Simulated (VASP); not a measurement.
**HfN: single point with r2SCAN**

HfN:

```
Hf N
1.0
     0.00000    2.45482    2.45482
     2.45482    0.00000    2.45482
     2.45482    2.45482    0.00000
Hf N
1 1
Direct
  0.00000 0.00000 0.00000
  0.25000 0.25000 0.25000
```

| Quantity | Value |
| --- | --- |
| Program | VASP 6.6.1 |
| Task | single point |
| Functional | r2SCAN |
| Potentials or basis | VASP PAW PBE potentials, release 64 (Hf_pv, N) |
| Cutoff | 520 eV |
| k mesh | 5 × 5 × 5 |
| Occupations | fermi-dirac, width 0.05 eV |
| Spin | no spin polarisation |
| Dipole correction | no |
| Further INCAR settings | ALGO = Normal; EDIFF = 1e-06; NBANDS = 14 |

| Property | Result |
| --- | --- |
| Pressure | -3.1 GPa |
| Band gap on the k mesh | zero (an odd number of electrons rules out a gap without spin polarisation) |

Levels at points of the mesh, in eV from the Fermi level:
| k point | band 5 | band 6 | band 7 | band 8 | band 9 | band 10 |
| --- | --- | --- | --- | --- | --- | --- |
| (0.00, 0.00, 0.00) | -5.94 | -5.94 | -5.94 | -0.81 | 2.33 | 2.33 |

Run time: 26 s on 1 thread of Intel(R) Xeon(R) Platinum 8259CL CPU @ 2.50GHz (Skylake/Cascade Lake), with other jobs on the host, peak memory 0.16 GiB.

Caveat: the k points lie up to 0.44 Å⁻¹ apart, too coarse for converged energies and pressures of a metal; the PAW data sets were made with another functional, which shifts forces and pressure a little; spin-orbit coupling is left out, which moves the levels of the heavy elements; an odd number of electrons without spin polarisation forces a metal; a magnetic or distorted state may lie lower.
